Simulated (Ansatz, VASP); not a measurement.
One calculation of BaTiO3, two programs

File POSCAR:

```
BaTiO3
1.0
    4.0600135600      0.0000000000      0.0000000000
    0.0000000000      4.0600135600      0.0000000000
    0.0000000000      0.0000000000      4.0600135600
Ba Ti O
1 1 3
Direct
    0.5000000000      0.5000000000      0.5000000000
    0.0000000000      0.0000000000      0.0000000000
    0.5000000000      0.0000000000      0.0000000000
    0.0000000000      0.5000000000      0.0000000000
    0.0000000000      0.0000000000      0.5000000000
```

The input INCAR.step1:

```
SYSTEM = BaTiO3
PREC     = Accurate       ! precision mode
ENCUT    = 1480           ! plane-wave cutoff, eV
ISMEAR   = -1             ! smearing method
SIGMA    = 0.1            ! smearing width, eV
LREAL    = .FALSE.        ! projectors in reciprocal space
LASPH    = .TRUE.         ! aspherical terms in the spheres
NELM     = 120            ! most SCF steps
NBANDS   = 28             ! bands
GGA      = PE             ! functional
ALGO     = Normal         ! electronic algorithm
EDIFF    = 1E-5           ! SCF threshold, eV
LWAVE    = .TRUE.         ! write WAVECAR
LCHARG   = .FALSE.        ! write CHGCAR
GGA_COMPAT= .FALSE.
```

Contents of INCAR.step2:

```
SYSTEM = BaTiO3
PREC     = Accurate       ! precision mode
ENCUT    = 1480           ! plane-wave cutoff, eV
EDIFF    = 1E-6           ! SCF threshold, eV
ISMEAR   = -1             ! smearing method
SIGMA    = 0.1            ! smearing width, eV
LREAL    = .FALSE.        ! projectors in reciprocal space
LASPH    = .TRUE.         ! aspherical terms in the spheres
NELM     = 120            ! most SCF steps
ALGO     = Normal         ! electronic algorithm
ISIF     = 2              ! what is computed and relaxed
LWAVE    = .FALSE.        ! write WAVECAR
LCHARG   = .TRUE.         ! write CHGCAR
METAGGA  = R2SCAN         ! meta-GGA
LMIXTAU  = .TRUE.       
LELF     = .TRUE.         ! ELF
LVHAR    = .TRUE.       
NBANDS   = 28             ! bands
ISTART   = 1            
GGA_COMPAT= .FALSE.
```

The input KPOINTS:

```
regular mesh
0
G
  6 6 6
  0 0 0
```

Input for Ansatz:

```yaml
crystal:
  lattice:
    - [4.06001356, 0.0, 0.0]
    - [0.0, 4.06001356, 0.0]
    - [0.0, 0.0, 4.06001356]
  atoms:
    - { symbol: Ba, position: [0.5, 0.5, 0.5] }
    - { symbol: Ti, position: [0.0, 0.0, 0.0] }
    - { symbol: O, position: [0.5, 0.0, 0.0] }
    - { symbol: O, position: [0.0, 0.5, 0.0] }
    - { symbol: O, position: [0.0, 0.0, 0.5] }
  symmetry: { tolerance: 0.0003 }
kpoints:
  mp_grid: { grid: [6, 6, 6], shift: [0, 0, 0] }
  band_path:
    path:
      - [0.0, 0.0, 0.0]
      - [0.0, 0.5, 0.0]
      - [0.5, 0.5, 0.0]
      - [0.0, 0.0, 0.0]
      - [0.5, 0.5, 0.5]
      - [0.0, 0.5, 0.0]
      - [0.5, 0.5, 0.5]
      - [0.5, 0.5, 0.0]
    npoints: 8
magnetization:
  spin_polarized: false
scf:
  occupations: { method: fermi_dirac }
  lower_state_search: "off"
  max_iter: 200
hamiltonian:
  pseudopotentials: { kind: paw }
  xc: r2scan
basis:
  ecutwfc: 500
  fft_grid_basis: typed
output:
  forces: true
  stress: true
  eigenvalues: true
  bader: true
  populations: true
  elf: true
  write_potential: true
  volumetric_format: npy
  dos:
    e_range: [-12, 8]
    de: 0.05
    projected: { site_lists: { Ba: [Ba], O: [O], Ti: [Ti] } }
checkpoint:
  read: saved_state
```

Alike in both runs: task single point; functional r2SCAN; k mesh 6 × 6 × 6; no spin polarisation.

```csv
,VASP,Ansatz
version,VASP 6.6.1,Ansatz 0.2.0
potentials or method,"VASP PAW PBE potentials, release 64 (Ba_sv, Ti_sv, O_h), cutoff 1480 eV",PAW plane waves
occupations,"fermi-dirac, width 0.1 eV",fermi-dirac
valence electrons in the cell,40,40
```

```tsv
	VASP	Ansatz	Ansatz less VASP
pressure (GPa)	-6.8	-8.0	-1.20
```

VASP's potentials were made for PBE, not for r2SCAN.

Spin-orbit coupling is off throughout.
